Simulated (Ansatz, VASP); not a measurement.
# CaO in VASP and in Ansatz

POSCAR

```
CaO
1.0
    0.0000000000      2.3974301575      2.3974301575
    2.3974301575      0.0000000000      2.3974301575
    2.3974301575      2.3974301575      0.0000000000
Ca O
1 1
Direct
    0.5000000000      0.5000000000      0.5000000000
    0.0000000000      0.0000000000      0.0000000000
```

File INCAR.step1:

```
SYSTEM = CaO
PREC = Accurate
ENCUT = 520
ISMEAR = 0
SIGMA = 0.05
LREAL = .FALSE.
LASPH = .TRUE.
NELM = 100
NBANDS = 15
GGA = PE
ALGO = Normal
EDIFF = 1E-4
LWAVE = .TRUE.
LCHARG = .FALSE.
```

The input INCAR.step2:

```
SYSTEM = CaO
PREC = Accurate
ENCUT = 520
EDIFF = 1E-6
ISMEAR = 0
SIGMA = 0.05
LREAL = .FALSE.
LASPH = .TRUE.
NELM = 100
ALGO = Normal
ISIF = 2
LWAVE = .FALSE.
LCHARG = .FALSE.
METAGGA = R2SCAN
LMIXTAU = .TRUE.
NBANDS = 15
ISTART = 1
```

File KPOINTS:

```
regular mesh
0
G
  8 8 8
  0 0 0
```

Input for Ansatz:

```yaml
crystal:
  lattice:
    - [0.0, 2.3974301575, 2.3974301575]
    - [2.3974301575, 0.0, 2.3974301575]
    - [2.3974301575, 2.3974301575, 0.0]
  atoms:
    - { symbol: Ca, position: [0.5, 0.5, 0.5] }
    - { symbol: O, position: [0.0, 0.0, 0.0] }
basis:
  ecutwfc: 500
  ecutrho_ratio: 4
kpoints:
  mp_grid: { grid: [8, 8, 8] }
hamiltonian:
  xc: r2scan
scf:
  occupations: { method: gaussian, width: 0.05 }
output:
  forces: true
  stress: true
  eigenvalues: true
```

Alike in both runs: task single point; functional r2SCAN; k mesh 8 × 8 × 8; occupations gaussian, width 0.05 eV; no spin polarisation.

|  | VASP | Ansatz |
| --- | --- | --- |
| version | VASP 6.6.1 | Ansatz 0.2.0 |
| potentials or method | VASP PAW PBE potentials, release 64 (Ca_sv, O), cutoff 520 eV | scalar-relativistic, plane waves, PAW |
| valence electrons in the cell | 16 | 16 |

VASP gave:

```
gap on the k mesh at the Fermi level (eV) : 4.19
least direct gap on the mesh (eV)         : 4.56
pressure (GPa)                            : 1.1
```

Problem. What did Ansatz give for the same quantities?

Solution. gap on the k mesh at the Fermi level (eV): 4.20; least direct gap on the mesh (eV): 4.57; pressure (GPa): 0.0.

VASP's potentials were made for PBE, not for r2SCAN.
